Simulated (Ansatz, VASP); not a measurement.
**HPbNO4: VASP beside Ansatz**

```
H Pb N O
1.0
     6.85876    0.00000   -0.01491
     0.00000    4.22865    0.00000
    -3.37519    0.00000    7.28194
H Pb N O
2 2 2 8
Direct
  0.22549 0.75000 0.50730
  0.77451 0.25000 0.49270
  0.30229 0.25000 0.28494
  0.69771 0.75000 0.71506
  0.21484 0.75000 0.83567
  0.78516 0.25000 0.16433
  0.33078 0.75000 0.45339
  0.40909 0.75000 0.86901
  0.15508 0.75000 0.96537
  0.07083 0.75000 0.66955
  0.66922 0.25000 0.54661
  0.59091 0.25000 0.13099
  0.84492 0.25000 0.03463
  0.92917 0.25000 0.33045
```

Alike in both runs: functional PBE; k mesh 4 × 6 × 4; occupations gaussian, width 0.02 eV; no spin polarisation.

Ansatz relaxed the structure, and its values are those at the end. VASP's run is a single point on that final structure, the one shown.

|  | VASP | Ansatz |
| --- | --- | --- |
| version | VASP 6.6.1 | Ansatz 0.2.0 |
| potentials or method | VASP PAW PBE potentials, release 64 (H, Pb_d, N, O), cutoff 520 eV | scalar-relativistic, plane waves, PAW |
| valence electrons in the cell | 88 | 88 |

VASP gave:

- gap on the k mesh at the Fermi level (eV): 3.05
- least direct gap on the mesh (eV): 3.27
- pressure (GPa): 0.6
- rms of the force components (eV/Å): 0.151

Task: Estimate Ansatz's values.

Result: gap on the k mesh at the Fermi level (eV): 3.07; least direct gap on the mesh (eV): 3.29; pressure (GPa): 0.0; rms of the force components (eV/Å): 0.002.

One of these differences is far larger than is usual between the two programs; its cause wasn't traced.

Neither program's run includes spin-orbit coupling. Noted on VASP's run: the standard files for N, O and F lose accuracy on very short bonds.
